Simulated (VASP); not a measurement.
Si6O11 (a cell with a defect), 17 atoms in the cell. The cell holds a defect, 17 atoms: a = 4.915 Å, b = 5.421 Å, c = 8.513 Å, α = 90.00°, β = 90.00°, γ = 90.00°.  This cell differs from its parent crystal: atom 14 moved -0.125 of the way to it and +0.125 Å across, host rigid.

| Item | Value |
| --- | --- |
| Program | VASP 6.6.1 |
| Task | single point |
| Functional | PBE |
| Dispersion | D3(BJ) |
| Potentials or basis | VASP PAW PBE potentials, release 64 (Si, O) |
| Cutoff | 520 eV |
| k mesh | 4 × 4 × 2 |
| Occupations | gaussian, width 0.05 eV |
| Spin | no spin polarisation |
| Dipole correction | no |
| Charge | 2 |
| Further INCAR settings | LREAL = Auto; ALGO = Normal; EDIFF = 1e-06; NBANDS = 59; NELECT = 88.0 |

Potentials or basis: VASP PAW PBE potentials, release 64 (Si, O).

Launch:

```console
$ cat potpaw_PBE.64/Si/POTCAR potpaw_PBE.64/O/POTCAR > POTCAR
$ mpirun -np 1 vasp_std > vasp.out
```

Hardware: 1 thread of Intel(R) Xeon(R) 6975P-C (Granite Rapids) (shared host).

Problem. How long does it take, and how much memory?

Solution. Wall time 3.8 min on 1 thread of Intel(R) Xeon(R) 6975P-C (Granite Rapids), on a shared host, peak memory 0.37 GiB. Counts: scf iterations 20, k points 20.
